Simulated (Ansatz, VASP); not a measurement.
## One calculation of Te2Mo, two programs

```xyz
3
Lattice="3.4100 0.0000 0.0000 -1.7050 2.9531 0.0000 0.0000 0.0000 33.2699" Properties=species:S:1:pos:R:3 pbc="T T T"
Te    0.0000    1.9688   14.6289
Te    0.0000    1.9688   18.6409
Mo    1.7050    0.9844   16.6349
```

Alike in both runs: task single point; functional PBE; dispersion D3(BJ); k mesh 9 × 9 × 1; occupations gaussian, width 0.02 eV; no spin polarisation.

```csv
,VASP,Ansatz
version,VASP 6.6.1,Ansatz 0.2.0
potentials or method,"VASP PAW PBE potentials, release 64 (Te, Mo_sv), cutoff 520 eV","scalar-relativistic, plane waves, PAW"
valence electrons in the cell,26,46
```

Ansatz gave:

```
gap on the k mesh at the Fermi level (eV) : 0.63
least direct gap on the mesh (eV)         : 1.06
rms of the force components (eV/Å)        : 0.797
```

Task: Which values does VASP return?

Result: gap on the k mesh at the Fermi level (eV): 0.63; least direct gap on the mesh (eV): 1.06; rms of the force components (eV/Å): 0.794.

VASP's potentials hold 26 valence electrons a cell and Ansatz's 46, so a difference there can come from the potentials and not from the codes.

Neither program's run includes spin-orbit coupling.
